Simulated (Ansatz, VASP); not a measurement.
# Two plane-wave programs on Si2W3

Contents of INCAR:

```
SYSTEM = Si2W3
  PREC = Accurate
  ENCUT = 520
  EDIFF = 1E-6
  ISMEAR = 0
  SIGMA = 0.15
  LREAL = .FALSE.
  LASPH = .TRUE.
  NELM = 60
  ALGO = Fast
  ISIF = 2
  LWAVE = .FALSE.
  LCHARG = .TRUE.
  GGA = PE
  LELF = .TRUE.
  LVHAR = .TRUE.
  NBANDS = 61
```

The input KPOINTS:

```
Automatic mesh
0
G
  6 6 12
  0 0 0
```

POSCAR

```
Si2W3
1.0
    6.6963346397      0.0000000000      0.0000000000
    0.0000000000      6.6963346397      0.0000000000
    0.0000000000      0.0000000000      3.3123213826
Si W
4 6
Direct
    0.1342329886      0.6342329886      0.0000000000
    0.8657670114      0.3657670114      0.0000000000
    0.6342329886      0.8657670114      0.0000000000
    0.3657670114      0.1342329886      0.0000000000
    0.5000000000      0.5000000000      0.0000000000
    0.0000000000      0.0000000000      0.0000000000
    0.6595119696      0.1595119696      0.5000000000
    0.3404880304      0.8404880304      0.5000000000
    0.1595119696      0.3404880304      0.5000000000
    0.8404880304      0.6595119696      0.5000000000
```

Input for Ansatz:

```yaml
crystal:
  lattice:
    - [6.6963346397, 0.0, 0.0]
    - [0.0, 6.6963346397, 0.0]
    - [0.0, 0.0, 3.3123213826]
  atoms:
    - { symbol: Si, position: [0.1342329886, 0.6342329886, 0.0] }
    - { symbol: Si, position: [0.8657670114, 0.3657670114, 0.0] }
    - { symbol: Si, position: [0.6342329886, 0.8657670114, 0.0] }
    - { symbol: Si, position: [0.3657670114, 0.1342329886, 0.0] }
    - { symbol: W, position: [0.5, 0.5, 0.0] }
    - { symbol: W, position: [0.0, 0.0, 0.0] }
    - { symbol: W, position: [0.6595119696, 0.1595119696, 0.5] }
    - { symbol: W, position: [0.3404880304, 0.8404880304, 0.5] }
    - { symbol: W, position: [0.1595119696, 0.3404880304, 0.5] }
    - { symbol: W, position: [0.8404880304, 0.6595119696, 0.5] }
basis:
  ecutwfc: 420
kpoints:
  mp_grid: { grid: [6, 6, 12] }
hamiltonian:
  xc: pbe
scf:
  occupations: { method: gaussian, width: 0.15 }
output:
  forces: true
  stress: true
  eigenvalues: true
```

Change from the starting cell: strain +0.0100 x Voigt [1, 1, 0, 0, 0, 0], atoms carried along.

Alike in both runs: task single point; functional PBE; k mesh 6 × 6 × 12; occupations gaussian, width 0.15 eV; no spin polarisation.

|  | VASP | Ansatz |
| --- | --- | --- |
| version | VASP 6.6.1 | Ansatz 0.2.0 |
| potentials or method | VASP PAW PBE potentials, release 64 (Si, W_sv), cutoff 520 eV | scalar-relativistic, plane waves, PAW |
| valence electrons in the cell | 100 | 100 |

```csv
,VASP,Ansatz,Ansatz less VASP
gap on the k mesh at the Fermi level (eV),none,none,-
pressure (GPa),-4.8,-4.9,-0.15
"traceless stress, the component that is largest in VASP (GPa)",1.03,1.00,-0.031
rms of the force components (eV/Å),0.032,0.031,-0.0011
```

Atom by atom the forces differ by 0.003 eV/Å (rms over components). A gap of «none» marks a metal or a gap that the smearing closes.

Spin-orbit coupling is off throughout.
